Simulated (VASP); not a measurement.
## GePt: relaxation of cell and atoms with PBE

Crystal: GePt.

```
CELL_PARAMETERS angstrom
1.76002 -2.88559 0.00000
1.76002 2.88559 0.00000
0.00000 0.00000 4.25696
ATOMIC_POSITIONS crystal
Ge 0.50000 0.50000 0.00000
Pt 0.50000 0.50000 0.50000
```

The cell was built from a structure type or drawn by symmetry, and may not be a known phase.

```json
{"Program": "VASP 6.6.1", "Task": "relaxation of cell and atoms", "Functional": "PBE", "Potentials or basis": "VASP PAW PBE potentials, release 64 (Ge_d, Pt)", "Cutoff": "600 eV", "k mesh": "6 × 6 × 4", "Occupations": "gaussian, width 0.1 eV", "Spin": "no spin polarisation", "Dipole correction": "no", "Further INCAR settings": "ALGO = Normal; EDIFF = 1e-06; IBRION = 2; EDIFFG = -0.04; NSW = 90; ISIF = 3"}
```

- Relaxed volume: 17.17 Å³/atom
- Relaxed cell: a = 2.791 Å, b = 2.791 Å, c = 5.093 Å, α = 90.00°, β = 90.00°, γ = 120.02°
- Space group after relaxing (to 0.1 Å): P6/mmm (No. 191)
- Pressure after relaxing: 0.1 GPa
- Band gap on the k mesh: zero (bands 12 and 13 overlap by 1.69 eV)

Stress tensor (GPa, compression positive):
```
0.12 0.00 0.00
0.00 0.06 0.00
0.00 0.00 0.01
```

Final structure:
```cif
data_structure
_symmetry_space_group_name_H-M 'P 1'
_symmetry_Int_Tables_number 1
_cell_length_a 2.7908
_cell_length_b 2.7908
_cell_length_c 5.0930
_cell_angle_alpha 90.000
_cell_angle_beta 90.000
_cell_angle_gamma 120.024
_cell_volume 34.34
loop_
_atom_site_label
_atom_site_type_symbol
_atom_site_fract_x
_atom_site_fract_y
_atom_site_fract_z
_atom_site_occupancy
Ge1 Ge 0.50000 0.50000 0.00000 1
Pt1 Pt 0.50000 0.50000 0.50000 1
```

Levels at points of the mesh, in eV from the Fermi level:
| k point | band 9 | band 10 | band 11 | band 12 | band 13 | band 14 | band 15 | band 16 |
| --- | --- | --- | --- | --- | --- | --- | --- | --- |
| (0.00, 0.00, 0.00) | -2.76 | -2.75 | -1.40 | -0.89 | -0.89 | 10.22 | 10.23 | 11.75 |
| (0.50, 0.00, 0.00) | -4.27 | -1.54 | -0.13 | 0.65 | 0.77 | 3.06 | 5.64 | 6.52 |
| (0.50, 0.50, 0.00) | -4.27 | -1.53 | -0.13 | 0.65 | 0.77 | 3.06 | 5.65 | 6.52 |
| (0.00, 0.00, 0.50) | -2.76 | -2.75 | -0.95 | -0.95 | 4.56 | 6.33 | 10.84 | 10.85 |
| (0.50, 0.00, 0.50) | -4.08 | -1.94 | -1.66 | 0.65 | 0.92 | 3.70 | 6.40 | 10.37 |
| (0.50, 0.50, 0.50) | -4.09 | -1.94 | -1.66 | 0.65 | 0.92 | 3.69 | 6.41 | 9.94 |

It took 4.6 min on 1 thread of Intel(R) Xeon(R) 6975P-C (Granite Rapids), on a shared host, peak memory 0.21 GiB.

Caveat: the k points lie up to 0.43 Å⁻¹ apart in the final cell, too coarse for converged energies and pressures of a metal; the volume moved by over 15 % at a fixed basis, so the end points are rough; spin-orbit coupling is left out, which moves the levels of the heavy elements.
